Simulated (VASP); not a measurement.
# BaRu3 (Pm-3m) in VASP: a series of runs

The runs below take BaRu3 through single point, relaxation of cell and atoms, with PBE.

Everything below comes from runs of VASP 6.6.1. Logs are shortened: lines on timing, memory, paths and dates and some standing lists are left out, and cuts for length are marked.

## (1) The cell of the first run

It takes space group Pm-3m (No. 221, cubic). The conventional cell has a = 4.154 Å, b = 4.154 Å, c = 4.154 Å, α = 90.00°, β = 90.00°, γ = 90.00°. Ba (site symmetry m-3m) has 12 Ru at 2.94 Å within 3.9 Å. Within 3.9 Å of Ru (site symmetry 4/mmm) lie 4 Ba at 2.94 Å and 8 Ru at 2.94 Å.

## (2) Single point, PBE

Input file INCAR:

```
SYSTEM = BaRu3
ALGO = Normal ; EDIFF = 1E-7
ENCUT = 520 ; GGA = PE
ISIF = 2 ; ISMEAR = 0
LASPH = .True. ; LCHARG = .True.
LELF = .True. ; LREAL = .False.
LVHAR = .True. ; LWAVE = .False.
NBANDS = 34 ; NELM = 60
PREC = Accurate ; SIGMA = 0.1
```

Input file KPOINTS:

```
k-points
0
Gamma
  4 4 4
  0 0 0
```

Input file POSCAR:

```
BaRu3
1.0
    4.1536624489      0.0000000000      0.0000000000
    0.0000000000      4.1536624489      0.0000000000
    0.0000000000      0.0000000000      4.1536624489
Ba Ru
1 3
Direct
    0.0000000000      0.0000000000      0.0000000000
    0.0000000000      0.5000000000      0.5000000000
    0.5000000000      0.0000000000      0.5000000000
    0.5000000000      0.5000000000      0.0000000000
```

Potentials or basis: VASP PAW PBE potentials, release 64 (Ba_sv, Ru_pv).

Run with:

```sh
$ cat potpaw_PBE.64/Ba_sv/POTCAR potpaw_PBE.64/Ru_pv/POTCAR > POTCAR
$ mpirun -np 1 vasp_std > vasp.out
```

OUTCAR:

```text
SYSTEM = BaRu3
   EDIFF = 1E-7
   ENCUT = 520
   GGA = PE
   ISIF = 2
   ISMEAR = 0
   LASPH = .True.
   LREAL = .False.
   NELM = 60
   PREC = Accurate

 ion  position               nearest neighbor table
   1  0.000  0.000  0.000-   2 2.94   3 2.94   4 2.94   2 2.94   3 2.94   2 2.94   4 2.94   2 2.94
                             3 2.94   4 2.94   3 2.94   4 2.94
   2  0.000  0.500  0.500-   1 2.94   3 2.94   4 2.94   1 2.94   4 2.94   1 2.94   3 2.94   1 2.94
                             3 2.94   4 2.94   4 2.94   3 2.94
   3  0.500  0.000  0.500-   1 2.94   2 2.94   4 2.94   1 2.94   4 2.94   2 2.94   4 2.94   4 2.94
                             1 2.94   2 2.94   1 2.94   2 2.94
   4  0.500  0.500  0.000-   1 2.94   2 2.94   3 2.94   2 2.94   3 2.94   1 2.94   3 2.94   3 2.94
                             1 2.94   2 2.94   2 2.94   1 2.94

  LATTYP: Found a simple cubic cell.
 ALAT       =     4.1536624489

  Lattice vectors:

 A1 = (   4.1536624489,   0.0000000000,   0.0000000000)
 A2 = (   0.0000000000,   4.1536624489,   0.0000000000)
 A3 = (   0.0000000000,   0.0000000000,   4.1536624489)

Analysis of symmetry for initial positions (statically):
=====================================================================
 Subroutine PRICEL returns:
 Original cell was already a primitive cell.

 Routine SETGRP: Setting up the symmetry group for a
 simple cubic supercell.

 Subroutine GETGRP returns: Found 48 space group operations
 (whereof 48 operations were pure point group operations)
 out of a pool of 48 trial point group operations.

The static configuration has the point symmetry O_h .

Analysis of symmetry for dynamics (positions and initial velocities):
=====================================================================
 Subroutine PRICEL returns:
 Original cell was already a primitive cell.

 Routine SETGRP: Setting up the symmetry group for a
 simple cubic supercell.

 Subroutine GETGRP returns: Found 48 space group operations
 (whereof 48 operations were pure point group operations)
 out of a pool of 48 trial point group operations.

The dynamic configuration has the point symmetry O_h .

 Subroutine INISYM returns: Found 48 space group operations
 (whereof 48 operations are pure point group operations),
 and found     1 'primitive' translations

----------------------------------------------------------------------------------------

                                     Primitive cell

  volume of cell :      71.6628

  direct lattice vectors                    reciprocal lattice vectors
     4.153662449  0.000000000  0.000000000     0.240751388  0.000000000  0.000000000
     0.000000000  4.153662449  0.000000000     0.000000000  0.240751388  0.000000000
     0.000000000  0.000000000  4.153662449     0.000000000  0.000000000  0.240751388

  length of vectors
     4.153662449  4.153662449  4.153662449     0.240751388  0.240751388  0.240751388

  position of ions in fractional coordinates (direct lattice)
     0.000000000  0.000000000  0.000000000
     0.000000000  0.500000000  0.500000000
     0.500000000  0.000000000  0.500000000
     0.500000000  0.500000000  0.000000000

  ion indices of the primitive-cell ions
   primitive index   ion index
                 1           1
                 2           2
                 3           3
                 4           4

----------------------------------------------------------------------------------------

 KPOINTS: k-points

Automatic generation of k-mesh.
 Grid dimensions read from file:
 generate k-points for:    4    4    4

 Generating k-lattice:

  Cartesian coordinates                     Fractional coordinates (reciprocal lattice)
     0.060187847  0.000000000  0.000000000     0.250000000  0.000000000  0.000000000
     0.000000000  0.060187847  0.000000000     0.000000000  0.250000000  0.000000000
     0.000000000  0.000000000  0.060187847     0.000000000  0.000000000  0.250000000

  Length of vectors
     0.060187847  0.060187847  0.060187847

  Shift w.r.t. Gamma in fractional coordinates (k-lattice)
     0.000000000  0.000000000  0.000000000

 Subroutine IBZKPT returns following result:
 ===========================================

 Found     10 irreducible k-points:

 Following reciprocal coordinates:
            Coordinates               Weight
  0.000000  0.000000  0.000000      1.000000
  0.250000  0.000000  0.000000      6.000000
  0.500000  0.000000  0.000000      3.000000
  0.250000  0.250000  0.000000     12.000000
  0.500000  0.250000  0.000000     12.000000
  0.500000  0.500000  0.000000      3.000000
  0.250000  0.250000  0.250000      8.000000
  0.500000  0.250000  0.250000     12.000000
  0.500000  0.500000  0.250000      6.000000
  0.500000  0.500000  0.500000      1.000000
   k-points           NKPTS =     10   k-points in BZ     NKDIM =     10   number of bands    NBANDS=     34
   number of dos      NEDOS =    301   number of ions     NIONS =      4
   total plane-waves  NPLWV =  32768
   dimension x,y,z NGX =    32 NGY =   32 NGZ =   32
   dimension x,y,z NGXF=    64 NGYF=   64 NGZF=   64
   ions per type =               1   3
   NGX,Y,Z   is equivalent  to a cutoff of  12.81, 12.81, 12.81 a.u.
   NGXF,Y,Z  is equivalent  to a cutoff of  25.62, 25.62, 25.62 a.u.
 SYSTEM =  BaRu3
   PREC   = accura    normal or accurate (medium, high low for compatibility)
   ISTART =      0    job   : 0-new  1-cont  2-samecut
   ICHARG =      2    charge: 1-file 2-atom 10-const
   ISPIN  =      1    spin polarized calculation?
   LNONCOLLINEAR =      F non collinear calculations
   LSORBIT =      F    spin-orbit coupling
   LASPH  =      T    aspherical Exc in radial PAW
   ENCUT  =  520.0 eV  38.22 Ry    6.18 a.u.   7.72  7.72  7.72*2*pi/ulx,y,z
   NELM   =     60;   NELMIN=  2; NELMDL= -5     # of ELM steps
   EDIFF  = 0.1E-06   stopping-criterion for ELM
   LREAL  =      F    real-space projection
   EDIFFG = 0.1E-05   stopping-criterion for IOM
   NSW    =      0    number of steps for IOM
   IBRION =     -1    ionic relax: 0-MD 1-quasi-New 2-CG
   NFREE  =      0    steps in history (QN), initial steepest desc. (CG)
   ISIF   =      2    stress and relaxation
   ISYM   =      2    0-nonsym 1-usesym 2-fastsym
   POTIM  = 0.5000    time-step for ionic-motion
   TEBEG  =    0.0;   TEEND  =   0.0 temperature during run
   PSTRESS=    0.0 pullay stress
   NELECT =      52.0000    total number of electrons
   NUPDOWN=      -1.0000    fix difference up-down
   EMIN   =  10.00;   EMAX   =-10.00  energy-range for DOS
   EFERMI =   0.00;   METHOD = LEGACY
   ISMEAR =     0;   SIGMA  =   0.10  broadening in eV -4-tet -1-fermi 0-gaus
   EFERMI_NEDOS =   21; number of points for ismear=-14 and -15
   IALGO  =     38    algorithm
   IMIX   =      4    mixing-type and parameters
     AMIX     =   0.40;   BMIX     =  1.00
     AMIX_MAG =   1.60;   BMIX_MAG =  1.00
  volume/ion in A,a.u.               =      17.92       120.90
  Fermi-wavevector in a.u.,A,eV,Ry     =   1.471109  2.779992 29.445193  2.164161
  Thomas-Fermi vector in A             =   2.586284
   LORBIT       =      0    0 simple, 1 ext, 2 COOP (PROOUT), +10 PAW based schemes
   GGA     = PE    functional components
   LHFCALC =     F    Hartree Fock is set to
   AEXX    =    0.0000 exact exchange contribution
   IVDW    =     0    specifies the selected vdW correction
   LEPSILON=     F    determine dielectric tensor
   LRPA    =     F    only Hartree local field effects (RPA)
 non-spin polarized calculation
 Gauss-broadening in eV      SIGMA  =   0.10
  energy-cutoff  :      520.00
  volume of cell :       71.66
 maximum number of plane-waves:      1956
 NGX is ok and might be reduce to    32
   NGX = 15   NGY = 15   NGZ = 15

 number of electron      51.9999995 magnetization

 Free energy of the ion-electron system (eV)
  ---------------------------------------------------
  ext. energy  EPLUGINS =         0.00000000
  ---------------------------------------------------
  free energy    TOTEN  =       -24.05339954 eV

  energy without entropy =      -23.99213258  energy(sigma->0) =      -24.02276606

 E-fermi :   8.2118     XC(G=0): -12.4766

 val. band max:        8.1952721516   @ k =   0.2500   0.2500   0.0000
 cond. band min:       8.2417799827   @ k =   0.5000   0.0000   0.0000
 fundamental gap:      0.0465078311
 Fermi energy:         8.2118211758

 k-point     1 :       0.0000    0.0000    0.0000
  band No.  band energies     occupation
      1     -33.9378      2.00000
      2     -33.9378      2.00000
      3     -33.9378      2.00000
      4     -33.6846      2.00000
      5     -33.6846      2.00000
      6     -33.6846      2.00000
[... 26 lines left out ...]
     33      14.0632      0.00000
     34      14.0632      0.00000

 k-point     2 :       0.2500    0.0000    0.0000
  band No.  band energies     occupation
      1     -33.9173      2.00000
      2     -33.9173      2.00000
      3     -33.9014      2.00000
      4     -33.6932      2.00000
      5     -33.6932      2.00000
      6     -33.6867      2.00000
[... 26 lines left out ...]
     33      13.5490      0.00000
     34      15.3295      0.00000

 k-point     3 :       0.5000    0.0000    0.0000
  band No.  band energies     occupation
      1     -33.8926      2.00000
      2     -33.8926      2.00000
      3     -33.8394      2.00000
      4     -33.7422      2.00000
      5     -33.7094      2.00000
      6     -33.7094      2.00000
[... 26 lines left out ...]
     33      13.0489      0.00000
     34      15.3021      0.00000

 k-point     4 :       0.2500    0.2500    0.0000
  band No.  band energies     occupation
      1     -33.9410      2.00000
      2     -33.8957      2.00000
      3     -33.8378      2.00000
      4     -33.7595      2.00000
      5     -33.6966      2.00000
      6     -33.6870      2.00000
[... 26 lines left out ...]
     33      13.5926      0.00000
     34      14.7351      0.00000

 k-point     5 :       0.5000    0.2500    0.0000
  band No.  band energies     occupation
      1     -33.9368      2.00000
      2     -33.8685      2.00000
      3     -33.8080      2.00000
      4     -33.7815      2.00000
      5     -33.7142      2.00000
      6     -33.7090      2.00000
[... 26 lines left out ...]
     33      12.6960      0.00000
     34      14.6787      0.00000

 k-point     6 :       0.5000    0.5000    0.0000
  band No.  band energies     occupation
      1     -33.9610      2.00000
      2     -33.8451      2.00000
      3     -33.8359      2.00000
      4     -33.7156      2.00000
      5     -33.7137      2.00000
      6     -33.7137      2.00000
[... 26 lines left out ...]
     33      13.1469      0.00000
     34      13.1469      0.00000

 k-point     7 :       0.2500    0.2500    0.2500
  band No.  band energies     occupation
      1     -33.9854      2.00000
      2     -33.8271      2.00000
      3     -33.8271      2.00000
      4     -33.7639      2.00000
      5     -33.7450      2.00000
      6     -33.7450      2.00000
[... 26 lines left out ...]
     33      13.0010      0.00000
     34      13.0010      0.00000

 k-point     8 :       0.5000    0.2500    0.2500
  band No.  band energies     occupation
      1     -34.0009      2.00000
      2     -33.8123      2.00000
      3     -33.7973      2.00000
      4     -33.7939      2.00000
      5     -33.7892      2.00000
      6     -33.7212      2.00000
[... 26 lines left out ...]
     33      13.2963      0.00000
     34      13.3135      0.00000

 k-point     9 :       0.5000    0.5000    0.2500
  band No.  band energies     occupation
      1     -34.0349      2.00000
      2     -33.8434      2.00000
      3     -33.8032      2.00000
      4     -33.8032      2.00000
      5     -33.7617      2.00000
      6     -33.7154      2.00000
[... 26 lines left out ...]
     33      13.6927      0.00000
     34      13.6927      0.00000

 k-point    10 :       0.5000    0.5000    0.5000
  band No.  band energies     occupation
      1     -34.0809      2.00000
      2     -33.8417      2.00000
      3     -33.8417      2.00000
      4     -33.8417      2.00000
      5     -33.7153      2.00000
      6     -33.7153      2.00000
[... 26 lines left out ...]
     33      13.2792      0.00000
     34      13.2792      0.00000

------------------------ aborting loop because EDIFF is reached ----------------------------------------

  FORCE on cell =-STRESS in cart. coord.  units (eV):
  Direction    XX          YY          ZZ          XY          YZ          ZX
  --------------------------------------------------------------------------------------
  -------------------------------------------------------------------------------------
  Total        1.8171003      1.8171003      1.8171003     -0.0000000     -0.0000000      0.0000000
  in kB       40.6252336     40.6252336     40.6252336     -0.0000000     -0.0000000      0.0000000
  external PRESSURE =      40.6252336 kB  Pullay stress =       0.0000000 kB

 VOLUME and BASIS-vectors are now :
 -----------------------------------------------------------------------------
  energy-cutoff  :      520.00
  volume of cell :       71.66
      direct lattice vectors                 reciprocal lattice vectors
     4.153662449  0.000000000  0.000000000     0.240751388  0.000000000  0.000000000
     0.000000000  4.153662449  0.000000000     0.000000000  0.240751388  0.000000000
     0.000000000  0.000000000  4.153662449     0.000000000  0.000000000  0.240751388

 POSITION                                       TOTAL-FORCE (eV/Angst)
 -----------------------------------------------------------------------------------
      0.00000      0.00000      0.00000         0.000000      0.000000      0.000000
      0.00000      2.07683      2.07683         0.000000      0.000000      0.000000
      2.07683      0.00000      2.07683         0.000000      0.000000      0.000000
      2.07683      2.07683      0.00000         0.000000      0.000000      0.000000
 -----------------------------------------------------------------------------------
    total drift:                                0.000000     -0.000000     -0.000000

  FREE ENERGIE OF THE ION-ELECTRON SYSTEM (eV)
  ---------------------------------------------------
  free  energy   TOTEN  =       -24.0533995417 eV

  energy  without entropy=      -23.9921325752  energy(sigma->0) =      -24.02276606
```

It took 41 s on 1 thread of Intel Xeon 8259CL, shared host; peak memory 0.18 GiB.

What came out:

```yaml
Free_energy: -24.0534 eV
Pressure: 4.1 GPa
Band_gap_on_the_k_mesh: zero (bands 26 and 27 overlap by 1.48 eV)
```

Caveat: the k points lie up to 0.38 Å⁻¹ apart, too coarse for converged energies and pressures of a metal; spin-orbit coupling is left out, which moves the levels of the heavy elements.

## (3) Relaxation of cell and atoms, PBE

This run uses another cell than the first one, of 18.71 Å³/atom.

Input file INCAR:

```
PREC = Accurate
ENCUT = 600
EDIFF = 1E-7
ISMEAR = 0
SIGMA = 0.1
LREAL = False
LASPH = True
NELM = 100
ALGO = Fast
ISIF = 3
LWAVE = False
LCHARG = False
GGA = PE
IBRION = 2
NSW = 90
EDIFFG = -0.04
```

Input file KPOINTS:

```
regular mesh
0
Gamma
  4 4 4
```

Input file POSCAR:

```
BaRu3
1.0
    4.2139423755      0.0000000000      0.0000000000
    0.0000000000      4.2139423755      0.0000000000
    0.0000000000      0.0000000000      4.2139423755
Ba Ru
1 3
Direct
    0.0000000000      0.0000000000      0.0000000000
    0.0000000000      0.5000000000      0.5000000000
    0.5000000000      0.0000000000      0.5000000000
    0.5000000000      0.5000000000      0.0000000000
```

Potentials or basis: VASP PAW PBE potentials, release 64 (Ba_sv, Ru_pv).

Run with:

```sh
$ cat potpaw_PBE.64/Ba_sv/POTCAR potpaw_PBE.64/Ru_pv/POTCAR > POTCAR
$ mpirun -np 1 vasp_std > vasp.out
```

OUTCAR:

```text
PREC = Accurate
   ENCUT = 600
   EDIFF = 1E-7
   ISMEAR = 0
   LREAL = False
   LASPH = True
   NELM = 100
   ISIF = 3
   GGA = PE
   IBRION = 2
   NSW = 90
   EDIFFG = -0.04

 ion  position               nearest neighbor table
   1  0.000  0.000  0.000-   2 2.98   3 2.98   4 2.98   2 2.98   3 2.98   2 2.98   4 2.98   2 2.98
                             3 2.98   4 2.98   3 2.98   4 2.98
   2  0.000  0.500  0.500-   1 2.98   3 2.98   4 2.98   1 2.98   4 2.98   1 2.98   3 2.98   1 2.98
                             3 2.98   4 2.98   4 2.98   3 2.98
   3  0.500  0.000  0.500-   1 2.98   2 2.98   4 2.98   1 2.98   4 2.98   2 2.98   4 2.98   4 2.98
                             1 2.98   2 2.98   1 2.98   2 2.98
   4  0.500  0.500  0.000-   1 2.98   2 2.98   3 2.98   2 2.98   3 2.98   1 2.98   3 2.98   3 2.98
                             1 2.98   2 2.98   2 2.98   1 2.98

[... 182 lines left out ...]
  -------------------------------------------------------------------------------------
  Total       -0.4985871     -0.4985871     -0.4985871      0.0000000     -0.0000000     -0.0000000
  in kB      -10.6754416    -10.6754416    -10.6754416      0.0000000     -0.0000000     -0.0000000
  external PRESSURE =     -10.6754416 kB  Pullay stress =       0.0000000 kB
[... 63 lines left out ...]
--------------------------------------- Ionic step        3  -------------------------------------------

 number of electron      51.9999985 magnetization

 Free energy of the ion-electron system (eV)
  ---------------------------------------------------
  ext. energy  EPLUGINS =         0.00000000
  ---------------------------------------------------
  free energy    TOTEN  =       -24.08454635 eV

  energy without entropy =      -24.02339101  energy(sigma->0) =      -24.05396868

 E-fermi :   7.7894     XC(G=0): -12.2910

 val. band max:        7.7830995176   @ k =   0.2500   0.2500   0.0000
 cond. band min:       7.8175470177   @ k =   0.5000   0.0000   0.0000
 fundamental gap:      0.0344475002
 Fermi energy:         7.7893525217

 k-point     1 :       0.0000    0.0000    0.0000
  band No.  band energies     occupation
      1     -34.3106      2.00000
      2     -34.3106      2.00000
      3     -34.3106      2.00000
      4     -34.0702      2.00000
      5     -34.0702      2.00000
      6     -34.0702      2.00000
[... 360 lines left out ...]
  FREE ENERGIE OF THE ION-ELECTRON SYSTEM (eV)
  ---------------------------------------------------
  free  energy   TOTEN  =       -24.0845463530 eV

  energy  without entropy=      -24.0233910096  energy(sigma->0) =      -24.05396868

 reached required accuracy - stopping structural energy minimisation
```

It took 3.3 min on 1 thread of Intel Xeon 8259CL, shared host; peak memory 0.23 GiB.

What came out:

* Free energy: -24.0845 eV
* Relaxed volume: 18.52 Å³/atom
* Relaxed cell: a = 4.200 Å, b = 4.200 Å, c = 4.200 Å, α = 90.00°, β = 90.00°, γ = 90.00°
* Space group after relaxing (to 0.1 Å): Pm-3m (No. 221)
* Energy gained by relaxing: 0.6 meV/atom
* Ionic steps: 3
* Pressure after relaxing: 0.0 GPa
* Band gap on the k mesh: zero (bands 26 and 27 overlap by 1.43 eV)

Step by step:
| step | energy change (eV) | largest force (eV/Å) | pressure (GPa) | volume (Å³) |
| --- | --- | --- | --- | --- |
| 1 | 0.0000 | 0.0000 | -1.07 | 74.83 |
| 2 | -0.0008 | 0.0000 | 0.92 | 73.49 |
| 3 | -0.0025 | 0.0000 | -0.01 | 74.08 |

Final structure:
```xyz
4
Lattice="4.1999 0.0000 0.0000 0.0000 4.1999 0.0000 0.0000 0.0000 4.1999" Properties=species:S:1:pos:R:3 pbc="T T T"
Ba    0.0000    0.0000    0.0000
Ru    0.0000    2.0999    2.0999
Ru    2.0999    0.0000    2.0999
Ru    2.0999    2.0999    0.0000
```

Levels at points of the mesh, in eV from the Fermi level:
| k point | band 21 | band 22 | band 23 | band 24 | band 25 | band 26 | band 27 | band 28 | band 29 | band 30 |
| --- | --- | --- | --- | --- | --- | --- | --- | --- | --- | --- |
| (0.00, 0.00, 0.00) | -0.93 | -0.93 | -0.93 | 0.45 | 0.45 | 1.27 | 1.64 | 1.64 | 1.64 | 4.93 |
| (0.50, 0.00, 0.00) | -1.63 | -1.25 | -1.25 | -0.34 | -0.27 | 0.03 | 0.03 | 0.64 | 0.70 | 1.65 |
| (0.50, 0.50, 0.00) | -1.23 | -0.85 | -0.85 | -0.69 | -0.30 | -0.07 | -0.07 | -0.07 | 0.06 | 0.56 |
| (0.50, 0.50, 0.50) | -0.98 | -0.98 | -0.98 | -0.48 | -0.48 | 0.78 | 1.31 | 1.31 | 1.31 | 4.38 |

Caveat: the k points lie up to 0.37 Å⁻¹ apart in the final cell, too coarse for converged energies and pressures of a metal; spin-orbit coupling is left out, which moves the levels of the heavy elements.

(Continued in part 2 of 2.)
